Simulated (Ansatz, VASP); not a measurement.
**BeTe: VASP beside Ansatz**

```
Be Te
1.0
     0.00000    2.88520    2.88520
     2.88520    0.00000    2.88520
     2.88520    2.88520    0.00000
Be Te
1 1
Direct
  0.00000 0.00000 0.00000
  0.25000 0.25000 0.25000
```

Change from the starting cell: hydrostatic strain +2.0%.

Alike in both runs: task single point; functional r2SCAN; k mesh 8 × 8 × 8; non-collinear spin, spin-orbit coupling.

```csv
,VASP,Ansatz
version,VASP 6.6.1,Ansatz 0.2.0
potentials or method,"VASP PAW PBE potentials, release 64 (Be, Te)","plane waves, PAW"
plane-wave cutoff (eV),520,500
occupations,"gaussian, width 0.01 eV",fixed
valence electrons in the cell,8,18
```

|  | VASP | Ansatz | Ansatz less VASP |
| --- | --- | --- | --- |
| pressure (GPa) | -3.0 | -3.1 | -0.14 |
| net moment per atom (μB) | 0.00 | 0.00 | 0.000 |

VASP's potentials were made for PBE, not for r2SCAN. VASP's potentials hold 8 valence electrons a cell and Ansatz's 18, so a difference there can come from the potentials and not from the codes.
